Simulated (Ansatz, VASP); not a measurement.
**One calculation of MgS, two programs**

The input INCAR:

```
PREC = Accurate
ENCUT = 600
EDIFF = 1E-6
ISMEAR = 0
SIGMA = 0.02
LREAL = F
LASPH = T
NELM = 100
ALGO = Normal
ISIF = 3
LWAVE = F
LCHARG = F
GGA = PE
IBRION = 2
NSW = 100
EDIFFG = -0.01
```

File KPOINTS:

```
Automatic mesh
0
Gamma
  8 8 8
```

Contents of POSCAR:

```
MgS
1.0
    0.0000000000      2.6166108761      2.6166108761
    2.6166108761      0.0000000000      2.6166108761
    2.6166108761      2.6166108761      0.0000000000
Mg S
1 1
Direct
    0.0000000000      0.0000000000      0.0000000000
    0.5000000000      0.5000000000      0.5000000000
```

Input for Ansatz:

```yaml
crystal:
  lattice:
    - [0.0, 2.6166108761, 2.6166108761]
    - [2.6166108761, 0.0, 2.6166108761]
    - [2.6166108761, 2.6166108761, 0.0]
  atoms:
    - { symbol: Mg, position: [0.0, 0.0, 0.0] }
    - { symbol: S, position: [0.5, 0.5, 0.5] }
basis:
  ecutwfc: 420
kpoints:
  mp_grid: { grid: [8, 8, 8] }
hamiltonian:
  xc: pbe
scf:
  occupations: { method: gaussian, width: 0.02 }
output:
  forces: true
  stress: true
  eigenvalues: true
relax:
  adjacent_minimum: "off"
  f_tol: 0.01
  max_steps: 80
  cell: { stress_tol: 0.05 }
```

Change from the starting cell: the structure that the rattled cell fell into.

Alike in both runs: task relaxation of cell and atoms; functional PBE; k mesh 8 × 8 × 8; occupations gaussian, width 0.02 eV; no spin polarisation.

|  | VASP | Ansatz |
| --- | --- | --- |
| version | VASP 6.6.1 | Ansatz 0.2.0 |
| potentials or method | VASP PAW PBE potentials, release 64 (Mg, S), cutoff 600 eV | scalar-relativistic, plane waves, PAW |
| valence electrons in the cell | 8 | 16 |

|  | VASP | Ansatz | Ansatz less VASP |
| --- | --- | --- | --- |
| gap on the k mesh at the Fermi level, each at its own relaxed structure (eV) | 2.75 | 2.76 | +0.004 |
| relaxed volume (Å³/atom) | 17.80 | 17.88 | +0.089 |
| relaxed cell length with the largest relative difference (Å) | 3.692 | 3.698 | +0.0061 |

VASP's potentials hold 8 valence electrons a cell and Ansatz's 16, so a difference there can come from the potentials and not from the codes.
